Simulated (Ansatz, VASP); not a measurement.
# GeSe in VASP and in Ansatz

```xyz
8
Lattice="10.8200 0.0000 0.0000 0.0000 3.8500 0.0000 0.0000 0.0000 4.4880" Properties=species:S:1:pos:R:3 pbc="T T T"
Ge    1.2945    0.9625    0.5317
Ge    9.5255    2.8875    3.9563
Ge    4.1155    2.8875    2.7757
Ge    6.7045    0.9625    1.7123
Se    9.2384    0.9625    2.2439
Se    1.5816    2.8875    2.2441
Se    6.9916    2.8875   -0.0001
Se    3.8284    0.9625    0.0001
```

Change from the starting cell: z stretched by +2 %, ions relaxed.

Alike in both runs: functional PBE; k mesh 4 × 11 × 10; occupations fermi-dirac, width 0.02 eV; no spin polarisation.

Ansatz relaxed the structure, and its values are those at the end. VASP's run is a single point on that final structure, the one shown.

|  | VASP | Ansatz |
| --- | --- | --- |
| version | VASP 6.6.1 | Ansatz 0.2.0 |
| potentials or method | VASP PAW PBE potentials, release 64 (Ge_d, Se) | plane-wave PAW, scalar-relativistic |
| plane-wave cutoff (eV) | 500 | 420 |
| valence electrons in the cell | 80 | 120 |

```csv
,VASP,Ansatz,Ansatz less VASP
gap on the k mesh at the Fermi level (eV),0.86,0.86,+0.008
pressure (GPa),1.2,1.2,-0.02
rms of the force components (eV/Å),0.011,0.001,-0.0099
```

With one functional, cell and mesh, what is left measures potentials, basis and numerics. VASP's potentials hold 80 valence electrons a cell and Ansatz's 120, so a difference there can come from the potentials and not from the codes. Ansatz's warnings: stress scf threshold loose.
